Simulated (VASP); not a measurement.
Wanted: the native input for a VASP 6.6.1 run.

- Task: single point
- Functional: PBE
- Potentials or basis: VASP PAW PBE potentials, release 64 (Mg, B)
- Cutoff: 520 eV
- k mesh: 18 × 18 × 12
- Occupations: gaussian, width 0.1 eV
- Spin: no spin polarisation
- Dipole correction: no
- Further INCAR settings: ALGO = Normal; EDIFF = 1e-07; NBANDS = 11

The structure of MgB2 lies in POSCAR:

```
MgB2
1.0
    3.0511588129      0.0000000000      0.0000000000
   -1.5255794064      2.6423810430      0.0000000000
    0.0000000000      0.0000000000      3.4723557221
Mg B
1 2
Direct
    0.0000000000      0.0000000000      0.0000000000
    0.3333333333      0.6666666667      0.5000000000
    0.6666666667      0.3333333333      0.5000000000
```

This cell differs from its parent crystal: volume scaled by 0.97, then relaxed in part.

One way to write it, as run:

INCAR

```
SYSTEM = MgB2
PREC     = Accurate       ! precision mode
ENCUT    = 520            ! plane-wave cutoff, eV
EDIFF    = 1E-7           ! SCF threshold, eV
ISMEAR   = 0              ! smearing method
SIGMA    = 0.1            ! smearing width, eV
LREAL    = .FALSE.        ! projectors in reciprocal space
LASPH    = .TRUE.         ! aspherical terms in the spheres
NELM     = 60             ! most SCF steps
ALGO     = Normal         ! electronic algorithm
ISIF     = 2              ! what is computed and relaxed
LWAVE    = .FALSE.        ! write WAVECAR
LCHARG   = .FALSE.        ! write CHGCAR
GGA      = PE             ! functional
NBANDS   = 11             ! bands
```

KPOINTS

```
regular mesh
0
G
  18 18 12
  0 0 0
```

Potentials or basis: VASP PAW PBE potentials, release 64 (Mg, B).

Run with:

```console
$ cat potpaw_PBE.64/Mg/POTCAR potpaw_PBE.64/B/POTCAR > POTCAR
$ mpirun -np 1 vasp_std > vasp.out
```

It gave:

```yaml
Pressure: 4.4 GPa
Band_gap_on_the_k_mesh: zero (band 4 reaches 7.36 eV, above the bottom of band 5 at 3.45 eV)
```

Run time: 22 s on 1 thread of Intel(R) Xeon(R) 6975P-C (Granite Rapids), on a shared host, peak memory 0.21 GiB.
